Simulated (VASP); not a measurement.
Here is a VASP 6.6.1 calculation.

Contents of INCAR:

```
SYSTEM = CO2
PREC     = Accurate       ! precision mode
ENCUT    = 520            ! plane-wave cutoff, eV
EDIFF    = 1E-7           ! SCF threshold, eV
ISMEAR   = -1             ! smearing method
SIGMA    = 0.05           ! smearing width, eV
LREAL    = .FALSE.        ! projectors in reciprocal space
LASPH    = .TRUE.         ! aspherical terms in the spheres
NELM     = 60             ! most SCF steps
ALGO     = Normal         ! electronic algorithm
ISIF     = 2              ! what is computed and relaxed
LWAVE    = .FALSE.        ! write WAVECAR
LCHARG   = .TRUE.         ! write CHGCAR
GGA      = PS             ! functional
LELF     = .TRUE.         ! ELF
LVHAR    = .TRUE.       
NBANDS   = 25             ! bands
```

File KPOINTS:

```
regular mesh
0
G
  9 9 9
  0 0 0
```

File POSCAR:

```
CO2
1.0
   -1.9591081608      1.9591081608      2.9681376600
    1.9591081608     -1.9591081608      2.9681376600
    1.9591081608      1.9591081608     -2.9681376600
O C
4 2
Direct
    0.8750000000      0.9577596167      0.5827596167
    0.3750000000      0.2922403833      0.4172403833
    0.0422403833      0.6250000000      0.9172403833
    0.7077596167      0.1250000000      0.0827596167
    0.0000000000      0.0000000000      0.0000000000
    0.7500000000      0.2500000000      0.5000000000
```

Potentials or basis: VASP PAW PBE potentials, release 64 (O, C).

The run is started by

```console
$ cat potpaw_PBE.64/O/POTCAR potpaw_PBE.64/C/POTCAR > POTCAR
$ mpirun -np 1 vasp_std > vasp.out
```

Task: What does it give for the band gap on the k mesh?

Result: 7.60 eV (least direct gap 8.02 eV).

Task: Predict the pressure.

Result: 1.7 GPa.

Task: Predict the largest force.

Result: 0.099 eV/Å.

Forces on the atoms (eV/Å):
```
O   -0.099  0.000  0.000
O    0.099  0.000  0.000
O    0.000  0.099  0.000
O    0.000 -0.099  0.000
C    0.000  0.000  0.000
C    0.000  0.000  0.000
```

Caveat: the PAW data sets were made with another functional, which shifts forces and pressure a little. A k mesh can miss the band edges.
